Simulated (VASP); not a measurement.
PbS (Galena):

```
CELL_PARAMETERS angstrom
0.00000 2.98539 2.98539
2.98539 0.00000 2.98539
2.98539 2.98539 0.00000
ATOMIC_POSITIONS crystal
Pb 0.00000 0.00000 0.00000
S 0.50000 0.50000 0.50000
```

Base run:

```yaml
Program: VASP 6.6.1
Functional: PBE
Potentials_or_basis: VASP PAW PBE potentials, release 64 (Pb_d, S)
Cutoff: 520 eV
k_mesh: 8 × 8 × 8
Occupations: fermi-dirac, width 0.05 eV
Spin: no spin polarisation
```

Its results: band gap on the k mesh 0.44 eV, direct; pressure 1.0 GPa.

Q: After a change of settings the same cell gave: band gap on the k mesh 0.31 eV, direct; pressure -3.6 GPa. Which change was it?
A. functional from PBE to r2SCAN; further incar settings from ALGO = Normal; EDIFF = 1e-06; NBANDS = 17 to ALGO = Normal; EDIFF = 1e-07; NBANDS = 17
B. functional from PBE to revPBE; dispersion from none to D3(BJ)
C. functional from PBE to RPBE
D. functional from PBE to SVWN5

A: D.

SVWN5 binds more tightly than PBE, so the same cell stands under less pressure.

Caveats: spin-orbit coupling is left out, which moves the levels of the heavy elements; the PAW data sets were made with another functional, which shifts forces and pressure a little (some runs).
